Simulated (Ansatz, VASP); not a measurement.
**Si3C3N8: VASP beside Ansatz**

```
Si C N
1.0
     7.04401    0.00000   -0.09267
     0.00000    2.71061    0.00000
    -3.60252    0.00000    6.14077
Si C N
3 3 8
Direct
  0.59978 0.50000 0.81973
  0.81833 0.00000 0.23906
  0.23593 0.50000 0.40460
  0.77394 0.00000 0.58498
  0.17755 0.50000 0.77889
  0.40499 0.00000 0.18090
  0.31738 0.50000 0.67830
  0.64535 0.00000 0.33498
  0.70850 0.50000 0.65130
  0.68933 0.00000 0.96888
  0.02672 0.00000 0.70590
  0.96949 0.50000 0.31844
  0.29783 0.00000 0.30434
  0.33488 0.50000 0.02968
```

Alike in both runs: task single point; functional PBE; k mesh 4 × 10 × 4; occupations fermi-dirac, width 0.02 eV; no spin polarisation.

|  | VASP | Ansatz |
| --- | --- | --- |
| version | VASP 6.6.1 | Ansatz 0.2.0 |
| potentials or method | VASP PAW PBE potentials, release 64 (Si, C, N) | plane waves, PAW |
| plane-wave cutoff (eV) | 520 | 420 |
| valence electrons in the cell | 64 | 64 |

```tsv
	VASP	Ansatz	Ansatz less VASP
gap on the k mesh at the Fermi level (eV)	2.14	2.14	+0.008
pressure (GPa)	5.6	5.7	+0.08
rms of the force components (eV/Å)	0.105	0.116	+0.0110
```
